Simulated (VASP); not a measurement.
# GaP (F-43m) in VASP: further runs

GaP is run at these levels: PBEsol; tasks: single point, relaxation of cell and atoms.

Everything below comes from runs of VASP 6.6.1. Logs are shortened: lines on timing, memory, paths and dates and some standing lists are left out, and cuts for length are marked.

## (1) The cell of the first run

The structure is cubic, space group F-43m (No. 216). Conventional cell: a = 5.438 Å, b = 5.438 Å, c = 5.438 Å, α = 90.00°, β = 90.00°, γ = 90.00°. Within 3.1 Å of Ga (site symmetry -43m) lie 4 P at 2.35 Å. P (site symmetry -43m) has 4 Ga at 2.35 Å within 3.1 Å.

## (2) Single point, PBEsol

The input, INCAR:

```
SYSTEM = GaP
  PREC = Accurate
  ENCUT = 520
  EDIFF = 1E-6
  ISMEAR = 0
  SIGMA = 0.02
  LREAL = .False.
  LASPH = .True.
  NELM = 100
  ALGO = Normal
  ISIF = 2
  LWAVE = .False.
  LCHARG = .True.
  GGA = PS
  LELF = .True.
  LVHAR = .True.
  NBANDS = 16
```

The input, KPOINTS:

```
Automatic mesh
0
Gamma
  8 8 8
  0 0 0
```

The input, POSCAR:

```
GaP
1.0
    0.0000000000      2.7192244544      2.7192244544
    2.7192244544      0.0000000000      2.7192244544
    2.7192244544      2.7192244544      0.0000000000
Ga P
1 1
Direct
    0.0000000000      0.0000000000      0.0000000000
    0.2500000000      0.2500000000      0.2500000000
```

Potentials or basis: VASP PAW PBE potentials, release 64 (Ga_d, P).

Command:

```console
$ cat potpaw_PBE.64/Ga_d/POTCAR potpaw_PBE.64/P/POTCAR > POTCAR
$ mpirun -np 1 vasp_std > vasp.out
```

OUTCAR:

```text
SYSTEM = GaP
   PREC = Accurate
   ENCUT = 520
   EDIFF = 1E-6
   ISMEAR = 0
   LREAL = .False.
   LASPH = .True.
   NELM = 100
   ISIF = 2
   GGA = PS

 ion  position               nearest neighbor table
   1  0.000  0.000  0.000-   2 2.35   2 2.35   2 2.35   2 2.35
   2  0.250  0.250  0.250-   1 2.35   1 2.35   1 2.35   1 2.35

  LATTYP: Found a face centered cubic cell.
 ALAT       =     5.4384489088

  Lattice vectors:

 A1 = (   0.0000000000,   2.7192244544,   2.7192244544)
 A2 = (   2.7192244544,   0.0000000000,   2.7192244544)
 A3 = (   2.7192244544,   2.7192244544,   0.0000000000)

Analysis of symmetry for initial positions (statically):
=====================================================================
 Subroutine PRICEL returns:
 Original cell was already a primitive cell.

 Routine SETGRP: Setting up the symmetry group for a
 face centered cubic supercell.

 Subroutine GETGRP returns: Found 24 space group operations
 (whereof 24 operations were pure point group operations)
 out of a pool of 48 trial point group operations.

The static configuration has the point symmetry T_d .

Analysis of symmetry for dynamics (positions and initial velocities):
=====================================================================
 Subroutine PRICEL returns:
 Original cell was already a primitive cell.

 Routine SETGRP: Setting up the symmetry group for a
 face centered cubic supercell.

 Subroutine GETGRP returns: Found 24 space group operations
 (whereof 24 operations were pure point group operations)
 out of a pool of 48 trial point group operations.

The dynamic configuration has the point symmetry T_d .

 Subroutine INISYM returns: Found 24 space group operations
 (whereof 24 operations are pure point group operations),
 and found     1 'primitive' translations

----------------------------------------------------------------------------------------

                                     Primitive cell

  volume of cell :      40.2129

  direct lattice vectors                    reciprocal lattice vectors
     0.000000000  2.719224454  2.719224454    -0.183875957  0.183875957  0.183875957
     2.719224454  0.000000000  2.719224454     0.183875957 -0.183875957  0.183875957
     2.719224454  2.719224454  0.000000000     0.183875957  0.183875957 -0.183875957

  length of vectors
     3.845564103  3.845564103  3.845564103     0.318482501  0.318482501  0.318482501

  position of ions in fractional coordinates (direct lattice)
     0.000000000  0.000000000  0.000000000
     0.250000000  0.250000000  0.250000000

  ion indices of the primitive-cell ions
   primitive index   ion index
                 1           1
                 2           2

----------------------------------------------------------------------------------------

 KPOINTS: Automatic mesh

Automatic generation of k-mesh.
 Grid dimensions read from file:
 generate k-points for:    8    8    8

 Generating k-lattice:

  Cartesian coordinates                     Fractional coordinates (reciprocal lattice)
    -0.022984495  0.022984495  0.022984495     0.125000000  0.000000000  0.000000000
     0.022984495 -0.022984495  0.022984495     0.000000000  0.125000000  0.000000000
     0.022984495  0.022984495 -0.022984495     0.000000000  0.000000000  0.125000000

  Length of vectors
     0.039810313  0.039810313  0.039810313

  Shift w.r.t. Gamma in fractional coordinates (k-lattice)
     0.000000000  0.000000000  0.000000000

 Subroutine IBZKPT returns following result:
 ===========================================

 Found     29 irreducible k-points:

 Following reciprocal coordinates:
            Coordinates               Weight
  0.000000  0.000000  0.000000      1.000000
  0.125000  0.000000  0.000000      8.000000
  0.250000  0.000000  0.000000      8.000000
  0.375000  0.000000  0.000000      8.000000
  0.500000  0.000000  0.000000      4.000000
  0.125000  0.125000  0.000000      6.000000
[... 16 lines left out ...]
  0.500000  0.250000  0.125000     48.000000
 -0.375000  0.250000  0.125000     24.000000
 [... further k-points ...]
   k-points           NKPTS =     29   k-points in BZ     NKDIM =     29   number of bands    NBANDS=     16
   number of dos      NEDOS =    301   number of ions     NIONS =      2
   total plane-waves  NPLWV =  27000
   dimension x,y,z NGX =    30 NGY =   30 NGZ =   30
   dimension x,y,z NGXF=    60 NGYF=   60 NGZF=   60
   ions per type =               1   1
   NGX,Y,Z   is equivalent  to a cutoff of  12.97, 12.97, 12.97 a.u.
   NGXF,Y,Z  is equivalent  to a cutoff of  25.94, 25.94, 25.94 a.u.
 SYSTEM =  GaP
   PREC   = accura    normal or accurate (medium, high low for compatibility)
   ISTART =      0    job   : 0-new  1-cont  2-samecut
   ICHARG =      2    charge: 1-file 2-atom 10-const
   ISPIN  =      1    spin polarized calculation?
   LNONCOLLINEAR =      F non collinear calculations
   LSORBIT =      F    spin-orbit coupling
   LASPH  =      T    aspherical Exc in radial PAW
   ENCUT  =  520.0 eV  38.22 Ry    6.18 a.u.   7.15  7.15  7.15*2*pi/ulx,y,z
   NELM   =    100;   NELMIN=  2; NELMDL= -5     # of ELM steps
   EDIFF  = 0.1E-05   stopping-criterion for ELM
   LREAL  =      F    real-space projection
   EDIFFG = 0.1E-04   stopping-criterion for IOM
   NSW    =      0    number of steps for IOM
   IBRION =     -1    ionic relax: 0-MD 1-quasi-New 2-CG
   NFREE  =      0    steps in history (QN), initial steepest desc. (CG)
   ISIF   =      2    stress and relaxation
   ISYM   =      2    0-nonsym 1-usesym 2-fastsym
   POTIM  = 0.5000    time-step for ionic-motion
   TEBEG  =    0.0;   TEEND  =   0.0 temperature during run
   PSTRESS=    0.0 pullay stress
   NELECT =      18.0000    total number of electrons
   NUPDOWN=      -1.0000    fix difference up-down
   EMIN   =  10.00;   EMAX   =-10.00  energy-range for DOS
   EFERMI =   0.00;   METHOD = LEGACY
   ISMEAR =     0;   SIGMA  =   0.02  broadening in eV -4-tet -1-fermi 0-gaus
   EFERMI_NEDOS =   21; number of points for ismear=-14 and -15
   IALGO  =     38    algorithm
   IMIX   =      4    mixing-type and parameters
     AMIX     =   0.40;   BMIX     =  1.00
     AMIX_MAG =   1.60;   BMIX_MAG =  1.00
  volume/ion in A,a.u.               =      20.11       135.68
  Fermi-wavevector in a.u.,A,eV,Ry     =   1.252306  2.366516 21.337628  1.568271
  Thomas-Fermi vector in A             =   2.386213
   LORBIT       =      0    0 simple, 1 ext, 2 COOP (PROOUT), +10 PAW based schemes
   GGA     = PS    functional components
   LHFCALC =     F    Hartree Fock is set to
   AEXX    =    0.0000 exact exchange contribution
   IVDW    =     0    specifies the selected vdW correction
   LEPSILON=     F    determine dielectric tensor
   LRPA    =     F    only Hartree local field effects (RPA)
 non-spin polarized calculation
 Gauss-broadening in eV      SIGMA  =   0.02
  energy-cutoff  :      520.00
  volume of cell :       40.21
 maximum number of plane-waves:      1106
 NGX is ok and might be reduce to    30
   NGX = 15   NGY = 15   NGZ = 15

 number of electron      17.9999987 magnetization

 Free energy of the ion-electron system (eV)
  ---------------------------------------------------
  ext. energy  EPLUGINS =         0.00000000
  ---------------------------------------------------
  free energy    TOTEN  =        -9.92109316 eV

  energy without entropy =       -9.92109316  energy(sigma->0) =       -9.92109316

 E-fermi :   4.7594     XC(G=0): -10.0514

 val. band max:        4.6365775344   @ k =   0.0000   0.0000   0.0000
 cond. band min:       6.1394690571   @ k =   0.5000   0.5000   0.0000
 fundamental gap:      1.5028915227
 Fermi energy:         4.7593742319

 k-point     1 :       0.0000    0.0000    0.0000
  band No.  band energies     occupation
      1      -9.9159      2.00000
      2      -9.9159      2.00000
      3      -9.9159      2.00000
      4      -9.8131      2.00000
      5      -9.8131      2.00000
      6      -7.9379      2.00000
[... 8 lines left out ...]
     15      14.4178      0.00000
     16      14.4178      0.00000

 k-point     2 :       0.1250    0.0000    0.0000
  band No.  band energies     occupation
      1      -9.9303      2.00000
      2      -9.9110      2.00000
      3      -9.9110      2.00000
      4      -9.8132      2.00000
      5      -9.8132      2.00000
      6      -7.7323      2.00000
[... 8 lines left out ...]
     15      13.7564      0.00000
     16      14.1536      0.00000

 k-point     3 :       0.2500    0.0000    0.0000
  band No.  band energies     occupation
      1      -9.9617      2.00000
      2      -9.9007      2.00000
      3      -9.9007      2.00000
      4      -9.8119      2.00000
      5      -9.8119      2.00000
      6      -7.1492      2.00000
[... 8 lines left out ...]
     15      13.5627      0.00000
     16      14.3677      0.00000

 k-point     4 :       0.3750    0.0000    0.0000
  band No.  band energies     occupation
      1      -9.9897      2.00000
      2      -9.8928      2.00000
      3      -9.8928      2.00000
      4      -9.8080      2.00000
      5      -9.8080      2.00000
      6      -6.3318      2.00000
[... 8 lines left out ...]
     15      14.7807      0.00000
     16      14.7807      0.00000
[... 324 lines left out ...]
 k-point    22 :       0.3750    0.2500    0.1250
  band No.  band energies     occupation
      1      -9.9853      2.00000
      2      -9.8884      2.00000
      3      -9.8843      2.00000
      4      -9.8245      2.00000
      5      -9.8038      2.00000
      6      -6.6532      2.00000
[... 8 lines left out ...]
     15      15.7362      0.00000
     16      16.9453      0.00000

 k-point    23 :       0.5000    0.2500    0.1250
  band No.  band energies     occupation
      1     -10.0010      2.00000
      2      -9.8847      2.00000
      3      -9.8749      2.00000
      4      -9.8224      2.00000
      5      -9.8039      2.00000
      6      -5.8819      2.00000
[... 8 lines left out ...]
     15      16.1151      0.00000
     16      17.4089      0.00000

 k-point    24 :      -0.3750    0.2500    0.1250
  band No.  band energies     occupation
      1     -10.0068      2.00000
      2      -9.8842      2.00000
      3      -9.8715      2.00000
      4      -9.8187      2.00000
      5      -9.8057      2.00000
      6      -5.4111      2.00000
[... 8 lines left out ...]
     15      16.5597      0.00000
     16      17.1137      0.00000

 [... further k-points ...]

------------------------ aborting loop because EDIFF is reached ----------------------------------------

  FORCE on cell =-STRESS in cart. coord.  units (eV):
  Direction    XX          YY          ZZ          XY          YZ          ZX
  --------------------------------------------------------------------------------------
  -------------------------------------------------------------------------------------
  Total       -0.0227448     -0.0227448     -0.0227448      0.0000000      0.0000000      0.0000000
  in kB       -0.9062090     -0.9062090     -0.9062090      0.0000000      0.0000000      0.0000000
  external PRESSURE =      -0.9062090 kB  Pullay stress =       0.0000000 kB

 VOLUME and BASIS-vectors are now :
 -----------------------------------------------------------------------------
  energy-cutoff  :      520.00
  volume of cell :       40.21
      direct lattice vectors                 reciprocal lattice vectors
     0.000000000  2.719224454  2.719224454    -0.183875957  0.183875957  0.183875957
     2.719224454  0.000000000  2.719224454     0.183875957 -0.183875957  0.183875957
     2.719224454  2.719224454  0.000000000     0.183875957  0.183875957 -0.183875957

 POSITION                                       TOTAL-FORCE (eV/Angst)
 -----------------------------------------------------------------------------------
      0.00000      0.00000      0.00000         0.000000      0.000000      0.000000
      1.35961      1.35961      1.35961        -0.000000     -0.000000     -0.000000
 -----------------------------------------------------------------------------------
    total drift:                                0.000000      0.000000      0.000000

  FREE ENERGIE OF THE ION-ELECTRON SYSTEM (eV)
  ---------------------------------------------------
  free  energy   TOTEN  =        -9.9210931622 eV

  energy  without entropy=       -9.9210931622  energy(sigma->0) =       -9.92109316
```

It took 11 s on 1 thread of AMD EPYC 9R45 (Zen 5), shared host; peak memory 0.14 GiB.

What came out:

| Property | Result |
| --- | --- |
| Free energy | -9.9211 eV |
| Pressure | -0.1 GPa |
| Band gap on the k mesh | 1.50 eV, indirect (least direct gap 1.80 eV) |

Caveat: the PAW data sets were made with another functional, which shifts forces and pressure a little. PBEsol gaps usually lie below the measured ones, often by a third to a half.

(Part 1 of 2 ends here.)
